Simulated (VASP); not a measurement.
A run of VASP 6.6.1:

The input INCAR:

```
SYSTEM = Mn
PREC     = Accurate       ! precision mode
ENCUT    = 520            ! plane-wave cutoff, eV
EDIFF    = 1E-6           ! SCF threshold, eV
ISMEAR   = 0              ! smearing method
SIGMA    = 0.1            ! smearing width, eV
LREAL    = .FALSE.        ! projectors in reciprocal space
LASPH    = .TRUE.         ! aspherical terms in the spheres
NELM     = 100            ! most SCF steps
ALGO     = Fast           ! electronic algorithm
ISIF     = 2              ! what is computed and relaxed
LWAVE    = .FALSE.        ! write WAVECAR
LCHARG   = .FALSE.        ! write CHGCAR
GGA      = PS             ! functional
NBANDS   = 12             ! bands
```

The input KPOINTS:

```
Automatic mesh
0
G
  8 8 8
  0 0 0
```

File POSCAR:

```
Mn
1.0
    0.0000000000      1.7293154023      1.7293154023
    1.7293154023      0.0000000000      1.7293154023
    1.7293154023      1.7293154023      0.0000000000
Mn
1
Direct
    0.5000000000      0.5000000000      0.5000000000
```

Potentials or basis: VASP PAW PBE potentials, release 64 (Mn_pv).

Command:

```bash
$ cat potpaw_PBE.64/Mn_pv/POTCAR > POTCAR
$ mpirun -np 1 vasp_std > vasp.out
```

Hardware: 1 thread of Intel(R) Xeon(R) 6975P-C (Granite Rapids) (shared host).

Problem. Estimate the wall time of this run.

Solution. Wall time 2.4 s on 1 thread of Intel(R) Xeon(R) 6975P-C (Granite Rapids), on a shared host, peak memory 0.12 GiB. Counts: scf iterations 13, k points 29.
